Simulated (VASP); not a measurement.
Here is a VASP 6.6.1 calculation.

The input INCAR:

```
PREC = Accurate
ENCUT = 600
EDIFF = 1E-6
ISMEAR = 0
SIGMA = 0.1
LREAL = False
LASPH = True
NELM = 120
ALGO = Normal
ISIF = 2
LWAVE = False
LCHARG = False
GGA = CA
NBANDS = 16
GGA_COMPAT = False
```

The input KPOINTS:

```
regular mesh
0
Gamma
  4 4 6
```

File POSCAR:

```
MgS
1.0
    4.0704577099      0.0000000000      0.0000000000
    0.0000000000      5.7564965014      0.0000000000
    0.0000000000      0.0000000000      3.8658426087
Mg S
2 2
Direct
    0.0000000000      0.0000000000      0.0000000000
    0.5000000000      0.5000000000      0.4999970000
    0.5000000000      0.2500000000      0.0000000000
    0.0000000000      0.7500000000      0.4999970000
```

Potentials or basis: VASP PAW LDA potentials, release 64 (Mg, S).

The run is started by

```bash
$ cat potpaw_LDA.64/Mg/POTCAR potpaw_LDA.64/S/POTCAR > POTCAR
$ mpirun -np 1 vasp_std > vasp.out
```

Predict the band gap on the k mesh.

3.05 eV.

Estimate the largest force.

0.290 eV/Å.

Forces on the atoms (eV/Å):
```
Mg   0.000  0.290  0.000
Mg   0.000  0.290  0.000
S    0.000 -0.290  0.000
S    0.000 -0.290  0.000
```

A k mesh can miss the band edges.
